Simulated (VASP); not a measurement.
# Mg (Im-3m) in VASP: further runs

Mg is run at these levels: PBEsol; tasks: single point.

Everything below comes from runs of VASP 6.6.1. Logs are shortened: lines on timing, memory, paths and dates and some standing lists are left out, and cuts for length are marked.

**1. The cell of the first run**

It takes space group Im-3m (No. 229, cubic). The conventional cell has a = 2.814 Å, b = 2.814 Å, c = 2.814 Å, α = 90.00°, β = 90.00°, γ = 90.00°. Mg (site symmetry m-3m) has 14 Mg at 2.44 to 2.81 Å within 3.2 Å.

This isn't the form of Mg at room conditions, which is hcp.

**2. Single point, PBEsol**

The input, INCAR:

```
SYSTEM = Mg
PREC = Accurate
ENCUT = 520
EDIFF = 1E-6
ISMEAR = 0
SIGMA = 0.1
LREAL = .False.
LASPH = .True.
NELM = 80
ALGO = Normal
ISIF = 2
LWAVE = .False.
LCHARG = .True.
GGA = PS
LELF = .True.
LVHAR = .True.
NBANDS = 7
```

The input, KPOINTS:

```
Automatic mesh
0
Gamma
  20 20 20
  0 0 0
```

The input, POSCAR:

```
Mg
1.0
   -1.4067699698      1.4067699698      1.4067699698
    1.4067699698     -1.4067699698      1.4067699698
    1.4067699698      1.4067699698     -1.4067699698
Mg
1
Direct
    0.0000000000      0.0000000000      0.0000000000
```

Potentials or basis: VASP PAW PBE potentials, release 64 (Mg).

The run is started by

```bash
cat potpaw_PBE.64/Mg/POTCAR > POTCAR
mpirun -np 1 vasp_std > vasp.out
```

OUTCAR:

```text
SYSTEM = Mg
   PREC = Accurate
   ENCUT = 520
   EDIFF = 1E-6
   ISMEAR = 0
   LREAL = .False.
   LASPH = .True.
   NELM = 80
   ISIF = 2
   GGA = PS

 ion  position               nearest neighbor table
   1  0.000  0.000  0.000-

  LATTYP: Found a body centered cubic cell.
 ALAT       =     2.8135399396

  Lattice vectors:

 A1 = (  -1.4067699698,   1.4067699698,   1.4067699698)
 A2 = (   1.4067699698,  -1.4067699698,   1.4067699698)
 A3 = (   1.4067699698,   1.4067699698,  -1.4067699698)

Analysis of symmetry for initial positions (statically):
=====================================================================
 Subroutine PRICEL returns:
 Original cell was already a primitive cell.

 Routine SETGRP: Setting up the symmetry group for a
 body centered cubic supercell.

 Subroutine GETGRP returns: Found 48 space group operations
 (whereof 48 operations were pure point group operations)
 out of a pool of 48 trial point group operations.

The static configuration has the point symmetry O_h .

Analysis of symmetry for dynamics (positions and initial velocities):
=====================================================================
 Subroutine PRICEL returns:
 Original cell was already a primitive cell.

 Routine SETGRP: Setting up the symmetry group for a
 body centered cubic supercell.

 Subroutine GETGRP returns: Found 48 space group operations
 (whereof 48 operations were pure point group operations)
 out of a pool of 48 trial point group operations.

The dynamic configuration has the point symmetry O_h .

 Subroutine INISYM returns: Found 48 space group operations
 (whereof 48 operations are pure point group operations),
 and found     1 'primitive' translations

----------------------------------------------------------------------------------------

                                     Primitive cell

  volume of cell :      11.1360

  direct lattice vectors                    reciprocal lattice vectors
    -1.406769970  1.406769970  1.406769970     0.000000000  0.355424135  0.355424135
     1.406769970 -1.406769970  1.406769970     0.355424135  0.000000000  0.355424135
     1.406769970  1.406769970 -1.406769970     0.355424135  0.355424135  0.000000000

  length of vectors
     2.436597062  2.436597062  2.436597062     0.502645632  0.502645632  0.502645632

  position of ions in fractional coordinates (direct lattice)
     0.000000000  0.000000000  0.000000000

  ion indices of the primitive-cell ions
   primitive index   ion index
                 1           1

----------------------------------------------------------------------------------------

 KPOINTS: Automatic mesh

Automatic generation of k-mesh.
 Grid dimensions read from file:
 generate k-points for:   20   20   20

 Generating k-lattice:

  Cartesian coordinates                     Fractional coordinates (reciprocal lattice)
     0.000000000  0.017771207  0.017771207     0.050000000  0.000000000  0.000000000
     0.017771207  0.000000000  0.017771207     0.000000000  0.050000000  0.000000000
     0.017771207  0.017771207  0.000000000     0.000000000  0.000000000  0.050000000

  Length of vectors
     0.025132282  0.025132282  0.025132282

  Shift w.r.t. Gamma in fractional coordinates (k-lattice)
     0.000000000  0.000000000  0.000000000

 Subroutine IBZKPT returns following result:
 ===========================================

 Found    256 irreducible k-points:

 Following reciprocal coordinates:
            Coordinates               Weight
  0.000000  0.000000  0.000000      1.000000
  0.050000  0.000000  0.000000     12.000000
  0.100000  0.000000  0.000000     12.000000
  0.150000  0.000000  0.000000     12.000000
  0.200000  0.000000  0.000000     12.000000
  0.250000  0.000000  0.000000     12.000000
[... 16 lines left out ...]
  0.200000  0.100000 -0.000000     48.000000
  0.250000  0.100000 -0.000000     48.000000
 [... further k-points ...]
   k-points           NKPTS =    256   k-points in BZ     NKDIM =    256   number of bands    NBANDS=      7
   number of dos      NEDOS =    301   number of ions     NIONS =      1
   total plane-waves  NPLWV =   5832
   dimension x,y,z NGX =    18 NGY =   18 NGZ =   18
   dimension x,y,z NGXF=    36 NGYF=   36 NGZF=   36
   ions per type =               1
   NGX,Y,Z   is equivalent  to a cutoff of  12.28, 12.28, 12.28 a.u.
   NGXF,Y,Z  is equivalent  to a cutoff of  24.56, 24.56, 24.56 a.u.
 SYSTEM =  Mg
   PREC   = accura    normal or accurate (medium, high low for compatibility)
   ISTART =      0    job   : 0-new  1-cont  2-samecut
   ICHARG =      2    charge: 1-file 2-atom 10-const
   ISPIN  =      1    spin polarized calculation?
   LNONCOLLINEAR =      F non collinear calculations
   LSORBIT =      F    spin-orbit coupling
   LASPH  =      T    aspherical Exc in radial PAW
   ENCUT  =  520.0 eV  38.22 Ry    6.18 a.u.   4.53  4.53  4.53*2*pi/ulx,y,z
   NELM   =     80;   NELMIN=  2; NELMDL= -5     # of ELM steps
   EDIFF  = 0.1E-05   stopping-criterion for ELM
   LREAL  =      F    real-space projection
   EDIFFG = 0.1E-04   stopping-criterion for IOM
   NSW    =      0    number of steps for IOM
   IBRION =     -1    ionic relax: 0-MD 1-quasi-New 2-CG
   NFREE  =      0    steps in history (QN), initial steepest desc. (CG)
   ISIF   =      2    stress and relaxation
   ISYM   =      2    0-nonsym 1-usesym 2-fastsym
   POTIM  = 0.5000    time-step for ionic-motion
   TEBEG  =    0.0;   TEEND  =   0.0 temperature during run
   PSTRESS=    0.0 pullay stress
   NELECT =       2.0000    total number of electrons
   NUPDOWN=      -1.0000    fix difference up-down
   EMIN   =  10.00;   EMAX   =-10.00  energy-range for DOS
   EFERMI =   0.00;   METHOD = LEGACY
   ISMEAR =     0;   SIGMA  =   0.10  broadening in eV -4-tet -1-fermi 0-gaus
   EFERMI_NEDOS =   21; number of points for ismear=-14 and -15
   IALGO  =     38    algorithm
   IMIX   =      4    mixing-type and parameters
     AMIX     =   0.40;   BMIX     =  1.00
     AMIX_MAG =   1.60;   BMIX_MAG =  1.00
  volume/ion in A,a.u.               =      11.14        75.15
  Fermi-wavevector in a.u.,A,eV,Ry     =   0.923652  1.745449 11.607581  0.853133
  Thomas-Fermi vector in A             =   2.049312
   LORBIT       =      0    0 simple, 1 ext, 2 COOP (PROOUT), +10 PAW based schemes
   GGA     = PS    functional components
   LHFCALC =     F    Hartree Fock is set to
   AEXX    =    0.0000 exact exchange contribution
   IVDW    =     0    specifies the selected vdW correction
   LEPSILON=     F    determine dielectric tensor
   LRPA    =     F    only Hartree local field effects (RPA)
 non-spin polarized calculation
 Gauss-broadening in eV      SIGMA  =   0.10
  energy-cutoff  :      520.00
  volume of cell :       11.14
 maximum number of plane-waves:       321
   NGX =  9   NGY =  9   NGZ =  9

 number of electron       2.0000000 magnetization

 Free energy of the ion-electron system (eV)
  ---------------------------------------------------
  ext. energy  EPLUGINS =         0.00000000
  ---------------------------------------------------
  free energy    TOTEN  =         0.33345871 eV

  energy without entropy =        0.33443153  energy(sigma->0) =        0.33394512

 E-fermi :   7.8290     XC(G=0): -11.1686

 val. band max:        7.7743807353   @ k =   0.3000   0.2500   0.1500
 cond. band min:       7.8425941792   @ k =  -0.3500  -0.3500   0.0500
 fundamental gap:      0.0682134439
 Fermi energy:         7.8289923765

 k-point     1 :       0.0000    0.0000    0.0000
  band No.  band energies     occupation
      1      -2.8437      2.00000
      2      26.5006      0.00000
      3      26.5006      0.00000
      4      26.5006      0.00000
      5      29.5122      0.00000
      6      29.5122      0.00000
      7      31.4700      0.00000

 k-point     2 :       0.0500    0.0000    0.0000
  band No.  band energies     occupation
      1      -2.7471      2.00000
      2      25.6304      0.00000
      3      25.9486      0.00000
      4      26.4353      0.00000
      5      28.5199      0.00000
      6      28.8674      0.00000
      7      32.2094      0.00000

 k-point     3 :       0.1000    0.0000    0.0000
  band No.  band energies     occupation
      1      -2.4583      2.00000
      2      23.3875      0.00000
      3      24.8143      0.00000
      4      26.2580      0.00000
      5      27.8380      0.00000
      6      28.1884      0.00000
      7      33.4475      0.00000

 k-point     4 :       0.1500    0.0000    0.0000
  band No.  band energies     occupation
      1      -1.9811      2.00000
      2      20.8563      0.00000
      3      23.6040      0.00000
      4      26.0121      0.00000
      5      26.8692      0.00000
      6      28.2047      0.00000
      7      34.4994      0.00000

 k-point     5 :       0.2000    0.0000    0.0000
  band No.  band energies     occupation
      1      -1.3214      2.00000
      2      18.3757      0.00000
      3      22.4832      0.00000
      4      25.7427      0.00000
      5      26.0268      0.00000
      6      28.2368      0.00000
      7      35.0328      0.00000
[... 161 lines left out ...]
 k-point    22 :       0.1500    0.1000    0.0000
  band No.  band energies     occupation
      1      -1.0416      2.00000
      2      18.2717      0.00000
      3      20.3865      0.00000
      4      25.2912      0.00000
      5      26.7174      0.00000
      6      29.5727      0.00000
      7      34.1685      0.00000

 k-point    23 :       0.2000    0.1000   -0.0000
  band No.  band energies     occupation
      1      -0.2125      2.00000
      2      16.0514      0.00000
      3      19.4164      0.00000
      4      24.8589      0.00000
      5      26.3401      0.00000
      6      29.7532      0.00000
      7      33.8884      0.00000

 k-point    24 :       0.2500    0.1000   -0.0000
  band No.  band energies     occupation
      1       0.7803      2.00000
      2      13.8973      0.00000
      3      18.6448      0.00000
      4      24.4557      0.00000
      5      25.9407      0.00000
      6      29.8826      0.00000
      7      33.8115      0.00000

 [... further k-points ...]

------------------------ aborting loop because EDIFF is reached ----------------------------------------

  FORCE on cell =-STRESS in cart. coord.  units (eV):
  Direction    XX          YY          ZZ          XY          YZ          ZX
  --------------------------------------------------------------------------------------
  -------------------------------------------------------------------------------------
  Total        7.1382748      7.1382748      7.1382748     -0.0000000     -0.0000000     -0.0000000
  in kB     1027.0097967   1027.0097967   1027.0097967     -0.0000000     -0.0000000     -0.0000000
  external PRESSURE =    1027.0097967 kB  Pullay stress =       0.0000000 kB

 VOLUME and BASIS-vectors are now :
 -----------------------------------------------------------------------------
  energy-cutoff  :      520.00
  volume of cell :       11.14
      direct lattice vectors                 reciprocal lattice vectors
    -1.406769970  1.406769970  1.406769970     0.000000000  0.355424135  0.355424135
     1.406769970 -1.406769970  1.406769970     0.355424135  0.000000000  0.355424135
     1.406769970  1.406769970 -1.406769970     0.355424135  0.355424135  0.000000000

 POSITION                                       TOTAL-FORCE (eV/Angst)
 -----------------------------------------------------------------------------------
      0.00000      0.00000      0.00000        -0.000000      0.000000     -0.000000
 -----------------------------------------------------------------------------------
    total drift:                                0.000000      0.000000      0.000000

  FREE ENERGIE OF THE ION-ELECTRON SYSTEM (eV)
  ---------------------------------------------------
  free  energy   TOTEN  =         0.3334587085 eV

  energy  without entropy=        0.3344315347  energy(sigma->0) =        0.33394512
```

Wall time 16 s (1 thread of Intel Xeon 8259CL, shared host); peak memory 0.14 GiB.

What came out:

| Quantity | Value |
| --- | --- |
| Free energy | 0.3335 eV |
| Pressure | 102.7 GPa |
| Band gap on the k mesh | zero (bands 1 and 2 overlap by 4.72 eV) |

Levels at points of the mesh, in eV from the Fermi level:
```csv
k point,band 1,band 2,band 3,band 4,band 5,band 6
"(0.00, 0.00, 0.00)",-10.67,18.67,18.67,18.67,21.68,21.68
"(0.50, 0.00, 0.00)",-2.50,-0.99,11.40,15.96,17.01,19.34
"(0.50, 0.50, 0.50)",3.74,3.74,6.98,6.98,6.98,18.47
```

Caveat: the cell stands under pressure; the PAW data sets were made with another functional, which shifts forces and pressure a little.

**3. Single point, PBEsol**

The input, INCAR:

```
ALGO = Fast
EDIFF = 1E-6
ENCUT = 520
GGA = PS
ISIF = 2
ISMEAR = 0
LASPH = T
LCHARG = F
LREAL = F
LWAVE = F
NBANDS = 7
NELM = 60
PREC = Accurate
SIGMA = 0.1
```

The input, KPOINTS:

```
k-points
0
Gamma
  20 20 20
```

POSCAR is that of step 2.

Potentials or basis: VASP PAW PBE potentials, release 64 (Mg).

The run is started by

```bash
cat potpaw_PBE.64/Mg/POTCAR > POTCAR
mpirun -np 1 vasp_std > vasp.out
```

Wall time 19 s (1 thread of Intel Xeon 8259CL, shared host); peak memory 0.13 GiB.

It converged, with:

```yaml
Free_energy: 0.3335 eV
Pressure: 102.7 GPa
Band_gap_on_the_k_mesh: zero (bands 1 and 2 overlap by 4.72 eV)
```

Levels at points of the mesh, in eV from the Fermi level:
| k point | band 1 | band 2 | band 3 | band 4 |
| --- | --- | --- | --- | --- |
| (0.00, 0.00, 0.00) | -10.67 | 18.67 | 18.67 | 18.67 |
| (0.50, 0.00, 0.00) | -2.50 | -0.99 | 11.40 | 15.96 |
| (0.50, 0.50, 0.50) | 3.74 | 3.74 | 6.98 | 6.98 |

Caveat: the cell stands under pressure; the PAW data sets were made with another functional, which shifts forces and pressure a little.

**4. Single point, PBEsol**

This run uses another cell than the first one, of 12.11 Å³/atom.

The input, INCAR:

```
  PREC = Accurate
  ENCUT = 520
  EDIFF = 1E-7
  ISMEAR = 0
  SIGMA = 0.1
  LREAL = F
  LASPH = T
  NELM = 80
  ALGO = Fast
  ISIF = 2
  LWAVE = F
  LCHARG = T
  GGA = PS
  LELF = T
  LVHAR = T
  NBANDS = 7
```

The input, KPOINTS:

```
Automatic mesh
0
Gamma
  20 20 20
```

The input, POSCAR:

```
Mg
1.0
   -1.4467615534      1.4467615534      1.4467615534
    1.4467615534     -1.4467615534      1.4467615534
    1.4467615534      1.4467615534     -1.4467615534
Mg
1
Direct
    0.0000000000      0.0000000000      0.0000000000
```

The run is started by

```bash
cat potpaw_PBE.64/Mg/POTCAR > POTCAR
mpirun -np 1 vasp_std > vasp.out
```

Run time: 24 s. Hardware: 1 thread of Intel Xeon 8259CL, shared host; peak memory 0.14 GiB.

It converged, with:

- Free energy: -0.2098 eV
- Pressure: 76.8 GPa
- Band gap on the k mesh: zero (bands 1 and 2 overlap by 4.79 eV)

Levels at points of the mesh, in eV from the Fermi level:
```csv
k point,band 1,band 2,band 3,band 4,band 5,band 6
"(0.00, 0.00, 0.00)",-10.20,17.91,17.91,17.91,20.78,20.78
"(0.50, 0.00, 0.00)",-2.42,-0.97,11.06,15.17,15.84,18.22
"(0.50, 0.50, 0.50)",3.82,3.82,6.47,6.47,6.47,16.78
```

Caveat: the cell stands under pressure; the PAW data sets were made with another functional, which shifts forces and pressure a little.

**5. Single point, PBEsol**

This run uses another cell than the first one, of 13.52 Å³/atom.

The input, INCAR:

```
PREC = Accurate
ENCUT = 520
EDIFF = 1E-7
ISMEAR = 0
SIGMA = 0.1
LREAL = F
LASPH = T
NELM = 100
ALGO = Normal
ISIF = 2
LWAVE = F
LCHARG = F
GGA = PS
NBANDS = 7
```

KPOINTS is that of step 4.

The input, POSCAR:

```
Mg
1.0
   -1.5006499179      1.5006499179      1.5006499179
    1.5006499179     -1.5006499179      1.5006499179
    1.5006499179      1.5006499179     -1.5006499179
Mg
1
Direct
    0.0000000000      0.0000000000      0.0000000000
```

The run is started by

```bash
cat potpaw_PBE.64/Mg/POTCAR > POTCAR
mpirun -np 1 vasp_std > vasp.out
```

It took 26 s on 1 thread of Intel Xeon 8259CL, shared host; peak memory 0.14 GiB.

It converged, with:

* Free energy: -0.7623 eV
* Pressure: 51.0 GPa
* Band gap on the k mesh: zero (bands 1 and 2 overlap by 4.86 eV)

Levels at points of the mesh, in eV from the Fermi level:
```csv
k point,band 1,band 2,band 3,band 4,band 5,band 6
"(0.00, 0.00, 0.00)",-9.61,16.95,16.95,16.95,19.65,19.65
"(0.50, 0.00, 0.00)",-2.31,-0.96,10.60,14.17,14.43,16.83
"(0.50, 0.50, 0.50)",3.90,3.90,5.87,5.87,5.87,14.76
```

Caveat: the cell stands under pressure; the PAW data sets were made with another functional, which shifts forces and pressure a little.

(Continued in part 2 of 2.)
